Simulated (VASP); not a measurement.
## GaSb: single point with PBE-based screened hybrid with 100 % exact exchange

Crystal: GaSb.

```
Ga Sb
1.0
     0.00000    3.06588    3.06588
     3.06588    0.00000    3.06588
     3.06588    3.06588    0.00000
Ga Sb
1 1
Cartesian
  0.0000 0.0000 0.0000
  1.5329 1.5329 1.5329
```

- Program: VASP 6.6.1
- Task: single point
- Functional: PBE-based screened hybrid with 100 % exact exchange
- Potentials or basis: VASP PAW PBE potentials, release 64 (Ga_d, Sb_d_GW)
- Cutoff: 400 eV
- k mesh: 4 × 4 × 4
- Occupations: fermi-dirac, width 0.02 eV
- Spin: no spin polarisation
- Dipole correction: no
- Grid for exact exchange (PRECFOCK): Normal
- Share of exact exchange: 1
- Further INCAR settings: ALGO = Normal; EDIFF = 1e-06; NBANDS = 21
- Screening parameter: 0.2078 1/Å

| Item | Value |
| --- | --- |
| Pressure | -3.9 GPa |
| Band gap on the k mesh | 3.48 eV (least direct gap 4.00 eV) |

Levels at points of the mesh, in eV from the valence-band top:
```tsv
k point	band 11	band 12	band 13	band 14	band 15	band 16	band 17	band 18
(0.00, 0.00, 0.00)	-15.56	0.00	0.00	0.00	4.00	5.78	5.78	5.78
(0.50, 0.00, 0.00)	-13.22	-8.21	-1.44	-1.44	3.49	6.80	6.80	9.73
(0.50, 0.50, 0.00)	-12.01	-8.74	-3.30	-3.30	3.48	3.69	13.64	13.64
```

Run time: 18 min on 1 thread of Intel(R) Xeon(R) Platinum 8488C (Sapphire Rapids) (shared host), peak memory 0.29 GiB.

Caveat: the k points lie up to 0.44 Å⁻¹ apart; the PAW data sets were made with another functional, which shifts forces and pressure a little; spin-orbit coupling is left out, which moves the levels of the heavy elements. A k mesh can miss the band edges.
